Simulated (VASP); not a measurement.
Wanted: the native input for a VASP 6.6.1 run.

- Task: single point
- Functional: PBEsol
- Potentials or basis: VASP PAW PBE potentials, release 64 (B, N)
- Cutoff: 520 eV
- k mesh: 6 × 6 × 6
- Occupations: gaussian, width 0.01 eV
- Spin: no spin polarisation
- Dipole correction: no
- Further INCAR settings: ALGO = Normal; EDIFF = 1e-06; NBANDS = 11

The structure of BN (Qingsongite) lies in POSCAR:

```
BN
1.0
    0.0217300000      1.8280400000      1.7996700000
    1.8502600000      0.0250400000      1.7963600000
    1.8429000000      1.8173800000      0.0323900000
B N
1 1
Direct
    0.0436000000      0.9591100000      0.9710600000
    0.2434483371      0.2834037847      0.2323022642
```

One way to write it, as run:

INCAR

```
PREC     = Accurate       # precision mode
ENCUT    = 520            # plane-wave cutoff, eV
EDIFF    = 1E-6           # SCF threshold, eV
ISMEAR   = 0              # smearing method
SIGMA    = 0.01           # smearing width, eV
LREAL    = F              # projectors in reciprocal space
LASPH    = T              # aspherical terms in the spheres
NELM     = 60             # most SCF steps
ALGO     = Normal         # electronic algorithm
ISIF     = 2              # what is computed and relaxed
LWAVE    = F              # write WAVECAR
LCHARG   = F              # write CHGCAR
GGA      = PS             # functional
NBANDS   = 11             # bands
```

KPOINTS

```
regular mesh
0
Gamma
  6 6 6
```

Potentials or basis: VASP PAW PBE potentials, release 64 (B, N).

The run is started by

```bash
$ cat potpaw_PBE.64/B/POTCAR potpaw_PBE.64/N/POTCAR > POTCAR
$ mpirun -np 1 vasp_std > vasp.out
```

Results of the run:

The pressure is 9.1 GPa. The largest force is 5.109 eV/Å. The band gap on the k mesh is 2.65 eV, indirect (least direct gap 6.66 eV).

Caveat: the k points lie up to 0.51 Å⁻¹ apart; the PAW data sets were made with another functional, which shifts forces and pressure a little.

It took 11 s on 1 thread of Intel(R) Xeon(R) Platinum 8259CL CPU @ 2.50GHz (Skylake/Cascade Lake), on a shared host, peak memory 0.12 GiB.
